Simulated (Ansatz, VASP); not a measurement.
ZnS in VASP and in Ansatz

```
Zn S
1.0
     0.00000    2.72156    2.68074
     2.72156    0.00000    2.68074
     2.72156    2.72156    0.00000
Zn S
1 1
Direct
  0.00000 0.00000 0.00000
  0.75000 0.75000 0.75000
```

Change from the starting cell: strain +0.000 along x and y, -0.015 along z, atoms carried along.

Alike in both runs: task single point; functional PBE; k mesh 8 × 8 × 8; occupations gaussian, width 0.05 eV; no spin polarisation.

|  | VASP | Ansatz |
| --- | --- | --- |
| version | VASP 6.6.1 | Ansatz 0.2.0 |
| potentials or method | VASP PAW PBE potentials, release 64 (Zn, S), cutoff 520 eV | scalar-relativistic, plane waves, PAW |
| valence electrons in the cell | 18 | 18 |

|  | VASP | Ansatz | Ansatz less VASP |
| --- | --- | --- | --- |
| gap on the k mesh at the Fermi level (eV) | 2.05 | 2.05 | -0.005 |
| least direct gap on the mesh (eV) | 2.05 | 2.05 | -0.005 |
| pressure (GPa) | 1.3 | 1.1 | -0.17 |
| traceless stress, the component that is largest in VASP (GPa) | 0.39 | 0.40 | +0.005 |

The functional is the same, so the differences come from potentials, cutoffs and numerics.
